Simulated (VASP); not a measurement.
# Si (Imma) in VASP: further runs

The runs below take Si through electric field gradients, with PBE.

All numbers are computed with VASP 6.6.1; they aren't measurements. Logs are shortened: lines on timing, memory, paths and dates and some standing lists are left out, and cuts for length are marked.

## (1) The cell of the first run

It takes space group Imma (No. 74, orthorhombic). The conventional cell has a = 4.502 Å, b = 4.737 Å, c = 2.550 Å, α = 90.00°, β = 90.00°, γ = 90.00°. Within 3.2 Å of Si (site symmetry mm2) lie 8 Si at 2.39 to 2.74 Å.

## (2) Electric field gradients, PBE

The input, INCAR:

```
PREC = Accurate
ENCUT = 520
EDIFF = 1E-8
ISMEAR = -1
SIGMA = 0.05
LREAL = False
LASPH = True
NELM = 100
ALGO = Normal
ISIF = 2
LWAVE = False
LCHARG = False
GGA = PE
LEFG = True
NBANDS = 11
```

The input, KPOINTS:

```
Automatic mesh
0
Gamma
  16 16 16
```

The input, POSCAR:

```
Si
1.0
   -2.2510000000      2.3685000000      1.2750000000
    2.2510000000     -2.3685000000      1.2750000000
    2.2510000000      2.3685000000     -1.2750000000
Si
2
Direct
    0.8070000000      0.5570000000      0.2500000000
    0.1930000000      0.4430000000      0.7500000000
```

Potentials or basis: VASP PAW PBE potentials, release 64 (Si).

Started as:

```console
$ cat potpaw_PBE.64/Si/POTCAR > POTCAR
$ mpirun -np 1 vasp_std > vasp.out
```

OUTCAR:

```text
PREC = Accurate
   ENCUT = 520
   EDIFF = 1E-8
   ISMEAR = -1
   LREAL = False
   LASPH = True
   NELM = 100
   ISIF = 2
   GGA = PE

 ion  position               nearest neighbor table
   1  0.807  0.557  0.250-   2 2.39   2 2.39   2 2.46   2 2.46   2 2.74   2 2.74
   2  0.193  0.443  0.750-   1 2.39   1 2.39   1 2.46   1 2.46   1 2.74   1 2.74

  LATTYP: Found a body centered orthorhombic cell.
 ALAT       =     2.5500000000
 B/A-ratio  =     1.7654901961
 C/A-ratio  =     1.8576470588

  Lattice vectors:

 A1 = (   2.2510000000,  -2.3685000000,   1.2750000000)
 A2 = (  -2.2510000000,  -2.3685000000,  -1.2750000000)
 A3 = (   2.2510000000,   2.3685000000,  -1.2750000000)

Analysis of symmetry for initial positions (statically):
=====================================================================
 Subroutine PRICEL returns:
 Original cell was already a primitive cell.

 Routine SETGRP: Setting up the symmetry group for a
 body centered orthorhombic supercell.

 Subroutine GETGRP returns: Found  8 space group operations
 (whereof  4 operations were pure point group operations)
 out of a pool of  8 trial point group operations.

The static configuration has the point symmetry C_2h.
 The point group associated with its full space group is D_2h.

Analysis of symmetry for dynamics (positions and initial velocities):
=====================================================================
 Subroutine PRICEL returns:
 Original cell was already a primitive cell.

 Routine SETGRP: Setting up the symmetry group for a
 body centered orthorhombic supercell.

 Subroutine GETGRP returns: Found  8 space group operations
 (whereof  4 operations were pure point group operations)
 out of a pool of  8 trial point group operations.

The dynamic configuration has the point symmetry C_2h.
 The point group associated with its full space group is D_2h.

 Subroutine INISYM returns: Found  8 space group operations
 (whereof  4 operations are pure point group operations),
 and found     1 'primitive' translations

----------------------------------------------------------------------------------------

                                     Primitive cell

  volume of cell :      27.1906

  direct lattice vectors                    reciprocal lattice vectors
    -2.251000000  2.368500000  1.275000000     0.000000000  0.211104074  0.392156863
[... 138 lines left out ...]
 fundamental gap:      0.0202058229
 Fermi energy:        10.6869391060

 k-point     1 :       0.0000    0.0000    0.0000
  band No.  band energies     occupation
      1      -4.1192      2.00000
      2       7.7160      2.00000
      3       8.2050      2.00000
      4       9.0352      2.00000
      5      11.7772      0.00000
      6      18.4540      0.00000
      7      19.8390      0.00000
      8      20.7164      0.00000
      9      21.3194      0.00000
     10      21.4671      0.00000
     11      22.7387      0.00000
[... 309 lines left out ...]
 k-point    24 :      -0.1250    0.0625    0.0000
  band No.  band energies     occupation
      1      -3.9044      2.00000
      2       6.5929      2.00000
      3       7.9388      2.00000
      4      10.1875      1.99991
      5      12.7441      0.00000
      6      16.6393      0.00000
      7      18.9095      0.00000
      8      20.1342      0.00000
      9      20.6978      0.00000
     10      21.7238      0.00000
     11      23.1791      0.00000

 [... further k-points ...]

------------------------ aborting loop because EDIFF is reached ----------------------------------------

  FORCE on cell =-STRESS in cart. coord.  units (eV):
  Direction    XX          YY          ZZ          XY          YZ          ZX
  --------------------------------------------------------------------------------------
  -------------------------------------------------------------------------------------
  Total        2.5015593      2.9452788      2.5284770      0.0000000      0.0000000      0.0000000
  in kB      147.4016434    173.5473302    148.9877399      0.0000000      0.0000000      0.0000000
  external PRESSURE =     156.6455712 kB  Pullay stress =       0.0000000 kB

 VOLUME and BASIS-vectors are now :
 -----------------------------------------------------------------------------
  energy-cutoff  :      520.00
  volume of cell :       27.19
      direct lattice vectors                 reciprocal lattice vectors
    -2.251000000  2.368500000  1.275000000     0.000000000  0.211104074  0.392156863
     2.251000000 -2.368500000  1.275000000     0.222123501  0.000000000  0.392156863
     2.251000000  2.368500000 -1.275000000     0.222123501  0.211104074  0.000000000

 POSITION                                       TOTAL-FORCE (eV/Angst)
 -----------------------------------------------------------------------------------
     -0.00000      1.18425      1.42035        -0.000000     -0.000000     -0.000582
      2.25100      1.18425     -0.14535         0.000000      0.000000      0.000582
 -----------------------------------------------------------------------------------
    total drift:                                0.000000     -0.000000     -0.000000

  FREE ENERGIE OF THE ION-ELECTRON SYSTEM (eV)
  ---------------------------------------------------
  free  energy   TOTEN  =       -10.1076340513 eV

  energy  without entropy=      -10.1015643872  energy(sigma->0) =      -10.10459922

 Electric field gradients (V/A^2)
---------------------------------------------------------------------
 ion       V_xx      V_yy      V_zz      V_xy      V_xz      V_yz
---------------------------------------------------------------------
   1       9.902   -26.272    16.370    -0.000    -0.000    -0.000
   2       9.902   -26.272    16.370    -0.000    -0.000    -0.000
---------------------------------------------------------------------

 Electric field gradients after diagonalization (V/A^2)
 (convention: |V_zz| > |V_xx| > |V_yy|)
----------------------------------------------------------------------
 ion       V_xx      V_yy      V_zz     asymmetry (V_yy - V_xx)/ V_zz
----------------------------------------------------------------------
   1      16.370     9.902   -26.272       0.246
   2      16.370     9.902   -26.272       0.246
----------------------------------------------------------------------

           NMR quadrupolar parameters

 Cq : quadrupolar parameter    Cq=e*Q*V_zz/h
 eta: asymmetry parameters     (V_yy - V_xx)/ V_zz
 Q  : nuclear electric quadrupole moment in mb (millibarn)
----------------------------------------------------------------------
 ion       Cq(MHz)       eta       Q (mb)
----------------------------------------------------------------------
   1      -0.064       0.246       1.000
   2      -0.064       0.246       1.000
----------------------------------------------------------------------
```

stdout:

```text
POSCAR found type information on POSCAR Si
 POSCAR found :  1 types and       2 ions
 scaLAPACK will be used
 LDA part: xc-table for (Slater+PW92), standard interpolation
 POSCAR, INCAR and KPOINTS ok, starting setup
 FFT: planning ... GRIDC
 FFT: planning ... GRID_SOFT
 FFT: planning ... GRID
 WAVECAR not read
 entering main loop
ion   1

ion   2
```

Wall time 7.7 min (1 thread of AMD EPYC 7R13, shared host); peak memory 0.24 GiB.

What came out:

- Free energy: -10.1076 eV
- Pressure: 15.7 GPa
- Band gap on the k mesh: zero (band 4 reaches 13.67 eV, above the bottom of band 5 at 6.24 eV)

Levels at points of the mesh, in eV from the Fermi level:
```
           k point  band 2  band 3  band 4  band 5  band 6  band 7
(0.00, 0.00, 0.00)   -2.97   -2.48   -1.65    1.09    7.77    9.15
(0.50, 0.00, 0.00)   -7.63   -1.79   -1.36   -1.30    0.05    4.88
(0.00, 0.50, 0.00)   -7.31   -2.82   -2.20   -1.41    1.08    5.22
(0.50, 0.50, 0.00)  -11.46    0.14    0.14    2.95    2.95    8.72
(0.50, 0.50, 0.50)   -8.17   -7.68   -7.40    5.78    6.53   14.26
```

Electric field gradients, principal values (V/Å²):
| atom | least | middle | greatest (by size) |
| --- | --- | --- | --- |
| 1 Si | 9.902 | 16.370 | -26.272 |
| 2 Si | 9.902 | 16.370 | -26.272 |

Caveat: without QUAD_EFG the Cq values of the log hold for a quadrupole moment of 1 mb, not for the nuclei.

## (3) Electric field gradients, PBE (equal xx and yy strain of +1 %)

The input, INCAR:

```
SYSTEM = Si
ALGO     = Normal         ! electronic algorithm
EDIFF    = 1E-8           ! SCF threshold, eV
ENCUT    = 520            ! plane-wave cutoff, eV
GGA      = PE             ! functional
ISIF     = 2              ! what is computed and relaxed
ISMEAR   = -1             ! smearing method
LASPH    = .True.         ! aspherical terms in the spheres
LCHARG   = .False.        ! write CHGCAR
LEFG     = .True.       
LREAL    = .False.        ! projectors in reciprocal space
LWAVE    = .False.        ! write WAVECAR
NBANDS   = 11             ! bands
NELM     = 100            ! most SCF steps
PREC     = Accurate       ! precision mode
SIGMA    = 0.05           ! smearing width, eV
```

The input, KPOINTS:

```
k-points
0
Gamma
  16 16 16
  0 0 0
```

The input, POSCAR:

```
Si
1.0
   -2.2735100000      2.3921850000      1.2750000000
    2.2735100000     -2.3921850000      1.2750000000
    2.2735100000      2.3921850000     -1.2750000000
Si
2
Direct
    0.8070000000      0.5570000000      0.2500000000
    0.1930000000      0.4430000000      0.7500000000
```

Potentials or basis: VASP PAW PBE potentials, release 64 (Si).

Started as:

```console
$ cat potpaw_PBE.64/Si/POTCAR > POTCAR
$ mpirun -np 1 vasp_std > vasp.out
```

OUTCAR:

```text
SYSTEM = Si
   EDIFF = 1E-8
   ENCUT = 520
   GGA = PE
   ISIF = 2
   ISMEAR = -1
   LASPH = .True.
   LREAL = .False.
   NELM = 100
   PREC = Accurate

 ion  position               nearest neighbor table
   1  0.807  0.557  0.250-   2 2.41   2 2.41   2 2.48   2 2.48   2 2.76   2 2.76
   2  0.193  0.443  0.750-   1 2.41   1 2.41   1 2.48   1 2.48   1 2.76   1 2.76

  LATTYP: Found a body centered orthorhombic cell.
 ALAT       =     2.5500000000
 B/A-ratio  =     1.7831450980
 C/A-ratio  =     1.8762235294

  Lattice vectors:

 A1 = (   2.2735100000,  -2.3921850000,   1.2750000000)
 A2 = (  -2.2735100000,  -2.3921850000,  -1.2750000000)
 A3 = (   2.2735100000,   2.3921850000,  -1.2750000000)

Analysis of symmetry for initial positions (statically):
=====================================================================
 Subroutine PRICEL returns:
 Original cell was already a primitive cell.

 Routine SETGRP: Setting up the symmetry group for a
[... 529 lines left out ...]
    -2.273510000  2.392185000  1.275000000     0.000000000  0.209013935  0.392156863
     2.273510000 -2.392185000  1.275000000     0.219924258  0.000000000  0.392156863
     2.273510000  2.392185000 -1.275000000     0.219924258  0.209013935  0.000000000

 POSITION                                       TOTAL-FORCE (eV/Angst)
 -----------------------------------------------------------------------------------
      0.00000      1.19609      1.42035         0.000000      0.000000      0.015445
      2.27351      1.19609     -0.14535        -0.000000     -0.000000     -0.015445
 -----------------------------------------------------------------------------------
    total drift:                                0.000000     -0.000000     -0.000000

  FREE ENERGIE OF THE ION-ELECTRON SYSTEM (eV)
  ---------------------------------------------------
  free  energy   TOTEN  =       -10.1555890615 eV

  energy  without entropy=      -10.1495332366  energy(sigma->0) =      -10.15256115

 Electric field gradients (V/A^2)
---------------------------------------------------------------------
 ion       V_xx      V_yy      V_zz      V_xy      V_xz      V_yz
---------------------------------------------------------------------
   1      10.082   -24.504    14.422    -0.000    -0.000    -0.000
   2      10.082   -24.504    14.422    -0.000    -0.000    -0.000
---------------------------------------------------------------------

 Electric field gradients after diagonalization (V/A^2)
 (convention: |V_zz| > |V_xx| > |V_yy|)
----------------------------------------------------------------------
 ion       V_xx      V_yy      V_zz     asymmetry (V_yy - V_xx)/ V_zz
----------------------------------------------------------------------
   1      14.422    10.082   -24.504       0.177
   2      14.422    10.082   -24.504       0.177
----------------------------------------------------------------------

           NMR quadrupolar parameters

 Cq : quadrupolar parameter    Cq=e*Q*V_zz/h
 eta: asymmetry parameters     (V_yy - V_xx)/ V_zz
 Q  : nuclear electric quadrupole moment in mb (millibarn)
----------------------------------------------------------------------
 ion       Cq(MHz)       eta       Q (mb)
----------------------------------------------------------------------
   1      -0.059       0.177       1.000
   2      -0.059       0.177       1.000
----------------------------------------------------------------------
```

It took 2.2 min on 1 thread of Intel Xeon Platinum 8488C (Sapphire Rapids), shared host; peak memory 0.27 GiB.

What came out:

```
Free energy            : -10.1556 eV
Pressure               : 12.3 GPa
Largest force          : 0.015 eV/Å
Band gap on the k mesh : zero (band 4 reaches 13.27 eV, above the bottom of band 5 at 6.08 eV)
```

Forces in eV/Å, atoms in the order of the input:
```
Si   0.000  0.000  0.015
Si   0.000  0.000 -0.015
```

Electric field gradients, principal values (V/Å²):
```
atom   least  middle  greatest (by size)
1 Si  10.082  14.422             -24.504
2 Si  10.082  14.422             -24.504
```

Caveat: the cell differs from its parent crystal (equal xx and yy strain of +1 %); without QUAD_EFG the Cq values of the log hold for a quadrupole moment of 1 mb, not for the nuclei.
